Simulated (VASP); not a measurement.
A run of VASP 6.6.1 is set up as follows.

Contents of INCAR:

```
SYSTEM = Ag
PREC     = Accurate       ! precision mode
ENCUT    = 520            ! plane-wave cutoff, eV
EDIFF    = 1E-7           ! SCF threshold, eV
ISMEAR   = 1              ! smearing method
SIGMA    = 0.06802846561497 ! smearing width, eV
LREAL    = .False.        ! projectors in reciprocal space
LASPH    = .True.         ! aspherical terms in the spheres
NELM     = 100            ! most SCF steps
ALGO     = Fast           ! electronic algorithm
ISIF     = 2              ! what is computed and relaxed
LWAVE    = .False.        ! write WAVECAR
LCHARG   = .False.        ! write CHGCAR
GGA      = PE             ! functional
NBANDS   = 18             ! bands
```

Contents of KPOINTS:

```
Automatic mesh
0
Gamma
  3 3 2
  0 0 0
```

The input POSCAR:

```
Ag
1.0
    2.9222991408      0.0000000000      0.0000000000
   -1.4611495704      2.5307852934      0.0000000000
    0.0000000000      0.0000000000      4.7016618100
Ag
2
Direct
    0.3333333333      0.6666666667      0.2500000000
    0.6666666667      0.3333333333      0.7500000000
```

Potentials or basis: VASP PAW PBE potentials, release 64 (Ag).

Run with:

```bash
$ cat potpaw_PBE.64/Ag/POTCAR > POTCAR
$ mpirun -np 1 vasp_std > vasp.out
```

Predict the pressure.

1.7 GPa.

Predict the band gap on the k mesh.

zero (band 11 reaches 12.13 eV, above the bottom of band 12 at 4.75 eV).

Stress tensor (GPa, compression positive):
```
1.30 0.00 0.00
0.00 1.30 0.00
0.00 0.00 2.61
```

Caveat: the k points lie up to 0.83 Å⁻¹ apart.
